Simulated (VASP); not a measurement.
Wanted: the native input for a VASP 6.6.1 run.

```yaml
Task: single point
Functional: BLYP
Dispersion: D3(BJ)
Potentials_or_basis: VASP PAW PBE potentials, release 64 (Al)
Cutoff: 500 eV
k_mesh: 3 × 3 × 2
Occupations: gaussian, width 0.016 eV
Spin: no spin polarisation
Dipole_correction: no
Further_INCAR_settings: ALGO = Normal; EDIFF = 1e-06; NBANDS = 10
```

The structure of Al lies in POSCAR:

```
Al
1.0
    2.8124553515      0.0000000000      0.0000000000
   -1.4062276757      2.4356577814      0.0000000000
    0.0000000000      0.0000000000      4.8668500000
Al
2
Direct
    1.2336666667      1.2313333333      1.7170000000
    0.9003333333      1.5646666667      1.2170000000
```

These files were run (other wordings do the same):

INCAR

```
SYSTEM = Al
PREC = Accurate ; ENCUT = 500
EDIFF = 1E-6 ; ISMEAR = 0
SIGMA = 0.016 ; LREAL = .False.
LASPH = .True. ; NELM = 120
ALGO = Normal ; ISIF = 2
LWAVE = .False. ; LCHARG = .True.
GGA = B5 ; ALDAX = 1.0
AGGAX = 1.0 ; AGGAC = 1.0
ALDAC = 0.0 ; IVDW = 12
VDW_S6 = 1.0 ; VDW_S8 = 2.6996
VDW_A1 = 0.4298 ; VDW_A2 = 4.2359
LELF = .True. ; LVHAR = .True.
NBANDS = 10 ; GGA_COMPAT = .False.
```

KPOINTS

```
Automatic mesh
0
Gamma
  3 3 2
  0 0 0
```

Potentials or basis: VASP PAW PBE potentials, release 64 (Al).

Launch:

```bash
$ cat potpaw_PBE.64/Al/POTCAR > POTCAR
$ mpirun -np 1 vasp_std > vasp.out
```

It gave:

* Pressure: -3.1 GPa
* Band gap on the k mesh: zero (band 3 reaches 10.74 eV, above the bottom of band 4 at 6.97 eV)
* Dispersion energy per atom: -0.767 eV

Caveat: the k points lie up to 0.86 Å⁻¹ apart; the PAW data sets were made with another functional, which shifts forces and pressure a little; pairwise dispersion overbinds metals, which lowers pressure and volume.

It took 7.7 s on 1 thread of Intel Xeon 6975P-C, with other jobs on the host, peak memory 0.15 GiB.
